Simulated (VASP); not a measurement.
Input of a VASP 6.6.1 run:

INCAR

```
PREC = Accurate ; ENCUT = 520
EDIFF = 1E-6 ; ISMEAR = 0
SIGMA = 0.017 ; LREAL = False
LASPH = True ; NELM = 100
ALGO = Normal ; ISIF = 2
LWAVE = False ; LCHARG = True
GGA = PE ; LELF = True
LVHAR = True ; NBANDS = 16
```

Contents of KPOINTS:

```
Automatic mesh
0
Gamma
  9 9 9
```

File POSCAR:

```
AlRu
1.0
    2.9916000000      0.0000000000      0.0000000000
    0.0000000000      2.9916000000      0.0000000000
    0.0000000000      0.0000000000      2.9916000000
Ru Al
1 1
Direct
    0.5000000000      0.5000000000      0.5000000000
    0.0000000000      0.0000000000      0.0000000000
```

Potentials or basis: VASP PAW PBE potentials, release 64 (Ru_pv, Al).

Command:

```console
$ cat potpaw_PBE.64/Ru_pv/POTCAR potpaw_PBE.64/Al/POTCAR > POTCAR
$ mpirun -np 1 vasp_std > vasp.out
```

Q: What does it give for the pressure?

A: 2.5 GPa.
